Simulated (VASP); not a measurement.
Write the native input for VASP 6.6.1 that does the following.

* Task: single point
* Functional: PBEsol
* Potentials or basis: VASP PAW PBE potentials, release 64 (Ni, O)
* Cutoff: 520 eV
* k mesh: 11 × 11 × 11
* Occupations: fermi-dirac, width 0.05 eV
* Spin: collinear spin, ferromagnetic start
* Starting moments: [1.0, 0.0] μB
* Dipole correction: no
* Further INCAR settings: ALGO = Normal; EDIFF = 1e-06; NBANDS = 19

The structure of NiO lies in POSCAR:

```
NiO
1.0
    0.0000000000      2.0997159621      2.0997159621
    2.0997159621      0.0000000000      2.0997159621
    2.0997159621      2.0997159621      0.0000000000
Ni O
1 1
Direct
    0.0000000000      0.0000000000      0.0000000000
    0.5000000000      0.5000000000      0.5000000000
```

This cell differs from its parent crystal: volume scaled by 1.02.

One way to write it, as run:

INCAR

```
PREC     = Accurate       # precision mode
ENCUT    = 520            # plane-wave cutoff, eV
EDIFF    = 1E-6           # SCF threshold, eV
ISMEAR   = -1             # smearing method
SIGMA    = 0.05           # smearing width, eV
LREAL    = F              # projectors in reciprocal space
LASPH    = T              # aspherical terms in the spheres
NELM     = 150            # most SCF steps
ALGO     = Normal         # electronic algorithm
ISIF     = 2              # what is computed and relaxed
LWAVE    = F              # write WAVECAR
LCHARG   = F              # write CHGCAR
ISPIN    = 2              # spin polarisation
MAGMOM   = 1 0            # initial moments
LORBIT   = 11             # projections on sites
LMAXMIX  = 4              # l up to which the mixer works
GGA      = PS             # functional
NBANDS   = 19             # bands
```

KPOINTS

```
Automatic mesh
0
Gamma
  11 11 11
```

Potentials or basis: VASP PAW PBE potentials, release 64 (Ni, O).

Run with:

```bash
$ cat potpaw_PBE.64/Ni/POTCAR potpaw_PBE.64/O/POTCAR > POTCAR
$ mpirun -np 1 vasp_std > vasp.out
```

It gave:

The pressure is -10.7 GPa. The net moment is 1.42 μB per cell. The site moments are Ni +1.18; O +0.20 μB and the valence electrons inside the program's atomic spheres are Ni 8.99; O 4.92.

Caveat: the PAW data sets were made with another functional, which shifts forces and pressure a little; a cell with one magnetic atom can't hold antiferromagnetic order, which such compounds often take.

It took 58 s on 1 thread of Intel Xeon 8259CL (shared host), peak memory 0.17 GiB.
